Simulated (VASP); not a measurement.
# WSe2 (C2/m) in VASP: notebook, part 2 of 2

VASP 6.6.1.

### 5 Single point, PBEsol

This run uses another cell than the first one, of the same volume but with other edges.

Contents of INCAR:

```
PREC = Accurate
ENCUT = 520
EDIFF = 1E-6
ISMEAR = 0
SIGMA = 0.05
LREAL = F
LASPH = T
NELM = 100
ALGO = Normal
ISIF = 2
LWAVE = F
LCHARG = T
GGA = PS
LELF = T
LVHAR = T
NBANDS = 35
```

Contents of KPOINTS:

```
regular mesh
0
Gamma
  9 9 2
```

Contents of POSCAR:

```
WSe2
1.0
   -3.2711504052      0.0000000000      0.0000000000
   -1.6355752026     -2.8328993505      0.0000000000
   -3.6800442058     -2.1246745129     13.2206689562
W Se
2 4
Direct
   -0.2291666667     -0.2291666667      0.7500000000
    0.4791666667      0.4791666667      0.2500000000
    0.2407936975      0.2407936975      0.1233861811
    0.1991270308      0.1991270308      0.6233861811
    0.0508729692      0.0508729692      0.3766138189
    0.0092063025      0.0092063025      0.8766138189
```

On the command line:

```
> cat potpaw_PBE.64/W_sv/POTCAR potpaw_PBE.64/Se/POTCAR > POTCAR
> mpirun -np 1 vasp_std > vasp.out
```

Wall time 3.1 min (1 thread of Intel Xeon Platinum 8259CL at 2.50GHz (Skylake/Cascade Lake), shared host); peak memory 0.35 GiB.

Results (log left out):

* Free energy: -46.5207 eV
* Pressure: 0.6 GPa
* Largest force: 0.073 eV/Å
* Band gap on the k mesh: 1.14 eV, indirect (least direct gap 1.62 eV)

Forces in eV/Å, atoms in the order of the input:
```
W    0.004  0.002  0.013
W   -0.004 -0.002 -0.013
Se   0.003  0.002  0.006
Se  -0.002 -0.001 -0.073
Se   0.002  0.001  0.073
Se  -0.003 -0.002 -0.006
```

Stress tensor (GPa, compression positive):
```
 0.49 -0.07  0.01
-0.07  0.57  0.01
 0.01  0.01  0.83
```

Levels at points of the mesh, in eV from the valence-band top:
```csv
k point,band 23,band 24,band 25,band 26,band 27,band 28,band 29,band 30
"(0.00, 0.00, 0.00)",-1.40,-1.20,-1.12,0.00,2.74,2.78,2.82,2.86
"(0.00, 0.00, 0.50)",-1.42,-1.41,-0.26,-0.24,2.74,2.80,2.80,2.81
```

Caveat: the PAW data sets were made with another functional, which shifts forces and pressure a little; spin-orbit coupling is left out, which moves the levels of the heavy elements; this functional lacks dispersion, which binds the layers, so the pressure and a relaxed spacing across them are unreliable.

### 6 Single point, PBEsol

This run uses another cell than the first one, of the same volume but with other edges.

Contents of INCAR:

```
SYSTEM = WSe2
PREC = Accurate
ENCUT = 520
EDIFF = 1E-6
ISMEAR = 0
SIGMA = 0.05
LREAL = .False.
LASPH = .True.
NELM = 100
ALGO = Normal
ISIF = 2
LWAVE = .False.
LCHARG = .False.
GGA = PS
NBANDS = 35
```

Contents of KPOINTS:

```
Automatic mesh
0
Gamma
  9 9 2
  0 0 0
```

Contents of POSCAR:

```
WSe2
1.0
   -3.2711504052      0.0000000000      0.0000000000
   -1.6355752026     -2.8328993505      0.0000000000
   -4.4979953647     -2.5969188346     13.2206689562
W Se
2 4
Direct
   -0.3541916667     -0.3541916667      0.7500000000
    0.4374916667      0.4374916667      0.2500000000
    0.2202252211      0.2202252211      0.1233861811
    0.0952085545      0.0952085545      0.6233861811
   -0.0119085545     -0.0119085545      0.3766138189
   -0.1369252211     -0.1369252211      0.8766138189
```

Potentials or basis: VASP PAW PBE potentials, release 64 (W_sv, Se).

On the command line:

```
> cat potpaw_PBE.64/W_sv/POTCAR potpaw_PBE.64/Se/POTCAR > POTCAR
> mpirun -np 1 vasp_std > vasp.out
```

OUTCAR:

```text
SYSTEM = WSe2
   PREC = Accurate
   ENCUT = 520
   EDIFF = 1E-6
   ISMEAR = 0
   LREAL = .False.
   LASPH = .True.
   NELM = 100
   ISIF = 2
   GGA = PS

 ion  position               nearest neighbor table
   1  0.646  0.646  0.750-   4 2.52   4 2.52   6 2.52   6 2.52   6 2.52   4 2.52
   2  0.437  0.437  0.250-   5 2.52   5 2.52   3 2.52   3 2.52   3 2.52   5 2.52
   3  0.220  0.220  0.123-   2 2.52   2 2.52   2 2.52
   4  0.095  0.095  0.623-   1 2.52   1 2.52   1 2.52
   5  0.988  0.988  0.377-   2 2.52   2 2.52   2 2.52
   6  0.863  0.863  0.877-   1 2.52   1 2.52   1 2.52

  LATTYP: Found a base centered monoclinic cell.
 ALAT       =     5.6657987010
 B/A-ratio  =     0.5773502692
 C/A-ratio  =     2.3349030165
 COS(beta)  =    -0.0356760000

  Lattice vectors:

 A1 = (  -3.2711504052,   0.0000000000,   0.0000000000)
 A2 = (  -1.6355752026,  -2.8328993505,   0.0000000000)
 A3 = (   0.4087302431,   0.2359805159,  13.2206689562)

Analysis of symmetry for initial positions (statically):
=====================================================================
 Subroutine PRICEL returns:
[... 185 lines left out ...]
 fundamental gap:      1.1219414759
 Fermi energy:         6.1892661333

 k-point     1 :       0.0000    0.0000    0.0000
  band No.  band energies     occupation
      1     -68.2182      2.00000
      2     -68.2182      2.00000
      3     -32.4841      2.00000
      4     -32.4840      2.00000
      5     -32.3337      2.00000
      6     -32.3337      2.00000
[... 901 lines left out ...]
     34      10.0917      0.00000
     35      10.4297      0.00000

 [... further k-points ...]

------------------------ aborting loop because EDIFF is reached ----------------------------------------

  FORCE on cell =-STRESS in cart. coord.  units (eV):
  Direction    XX          YY          ZZ          XY          YZ          ZX
  --------------------------------------------------------------------------------------
  -------------------------------------------------------------------------------------
  Total        0.2955566      0.3323000      0.5206638     -0.0318207     -0.0735979     -0.1274752
  in kB        3.8651481      4.3456610      6.8089926     -0.4161363     -0.9624777     -1.6670604
  external PRESSURE =       5.0066006 kB  Pullay stress =       0.0000000 kB

 VOLUME and BASIS-vectors are now :
 -----------------------------------------------------------------------------
  energy-cutoff  :      520.00
  volume of cell :      122.51
      direct lattice vectors                 reciprocal lattice vectors
    -3.271150405  0.000000000  0.000000000    -0.305702849  0.176497622 -0.069338398
    -1.635575203 -2.832899350  0.000000000     0.000000000 -0.352995245 -0.069338398
    -4.497995365 -2.596918835 13.220668956     0.000000000  0.000000000  0.075639138

 POSITION                                       TOTAL-FORCE (eV/Angst)
 -----------------------------------------------------------------------------------
     -6.54230     -3.77720      9.91550         0.015389      0.008885     -0.000735
     -3.27115     -1.88860      3.30517        -0.015389     -0.008885      0.000735
     -1.63558     -0.94430      1.63125        -0.017072     -0.009856     -0.041953
     -3.27115     -1.88860      8.24158        -0.002792     -0.001612     -0.066841
     -6.54230     -3.77720      4.97909         0.002792      0.001612      0.066841
     -8.17788     -4.72150     11.58942         0.017072      0.009856      0.041953
 -----------------------------------------------------------------------------------
    total drift:                               -0.000000     -0.000000     -0.000000

  FREE ENERGIE OF THE ION-ELECTRON SYSTEM (eV)
  ---------------------------------------------------
  free  energy   TOTEN  =       -46.5406353807 eV

  energy  without entropy=      -46.5406353807  energy(sigma->0) =      -46.54063538
```

stdout:

```text
POSCAR found type information on POSCAR W Se
 POSCAR found :  2 types and       6 ions
 scaLAPACK will be used
 -----------------------------------------------------------------------------
|                                                                             |
|                                                                             |
|     You enforced a specific xc type in the INCAR file but a different       |
|     I HOPE YOU KNOW WHAT YOU ARE DOING!                                     |
|                                                                             |
 -----------------------------------------------------------------------------

 LDA part: xc-table for (Slater+PW92), standard interpolation
 POSCAR, INCAR and KPOINTS ok, starting setup
 FFT: planning ... GRIDC
 FFT: planning ... GRID_SOFT
 FFT: planning ... GRID
 WAVECAR not read
 entering main loop
```

Run time: 3.3 min. Hardware: 1 thread of Intel Xeon Platinum 8259CL at 2.50GHz (Skylake/Cascade Lake), shared host; peak memory 0.35 GiB.

What came out:

```yaml
Free_energy: -46.5406 eV
Pressure: 0.5 GPa
Largest_force: 0.067 eV/Å
Band_gap_on_the_k_mesh: 1.12 eV, indirect (least direct gap 1.60 eV)
```

Forces in eV/Å, atoms in the order of the input:
```
W    0.015  0.009 -0.001
W   -0.015 -0.009  0.001
Se  -0.017 -0.010 -0.042
Se  -0.003 -0.002 -0.067
Se   0.003  0.002  0.067
Se   0.017  0.010  0.042
```

Levels at points of the mesh, in eV from the valence-band top:
| k point | band 22 | band 23 | band 24 | band 25 | band 26 | band 27 | band 28 | band 29 | band 30 | band 31 |
| --- | --- | --- | --- | --- | --- | --- | --- | --- | --- | --- |
| (0.00, 0.00, 0.00) | -1.40 | -1.39 | -1.19 | -1.10 | 0.00 | 2.76 | 2.81 | 2.81 | 2.85 | 2.90 |
| (0.00, 0.00, 0.50) | -1.42 | -1.41 | -1.40 | -0.25 | -0.24 | 2.76 | 2.79 | 2.81 | 2.84 | 2.97 |

Caveat: the PAW data sets were made with another functional, which shifts forces and pressure a little; spin-orbit coupling is left out, which moves the levels of the heavy elements; this functional lacks dispersion, which binds the layers, so the pressure and a relaxed spacing across them are unreliable. A k mesh can miss the band edges.

### 7 Overview

```tsv
cell	gap on the mesh (eV)	pressure (GPa)	largest force (eV/Å)
a = 3.271, b = 3.271, c = 13.296 Å, angles 84.7, 84.7, 60.0°, 6 atoms	1.07	1.1	0.22
a = 3.271, b = 3.271, c = 13.430 Å, angles 81.2, 81.2, 60.0°, 6 atoms	1.07	1.1	0.22
a = 3.271, b = 3.271, c = 13.627 Å, angles 77.9, 77.9, 60.0°, 6 atoms	1.14	0.7	0.07
a = 3.271, b = 3.271, c = 13.887 Å, angles 74.6, 74.6, 60.0°, 6 atoms	1.14	0.6	0.07
a = 3.271, b = 3.271, c = 14.204 Å, angles 71.5, 71.5, 60.0°, 6 atoms	1.12	0.5	0.07
```

Alike in all rows: task single point; level PBEsol; potentials or basis VASP PAW PBE potentials, release 64 (W_sv, Se); no spin polarisation; k mesh 9 × 9 × 2; cutoff (eV) 520; smearing gaussian 0.05 eV.

Caveats: the PAW data sets were made with another functional, which shifts forces and pressure a little; spin-orbit coupling is left out, which moves the levels of the heavy elements; this functional lacks dispersion, which binds the layers, so the pressure and a relaxed spacing across them are unreliable.

Total energies depend on the potentials used, so only differences within one code and one set of settings carry meaning.
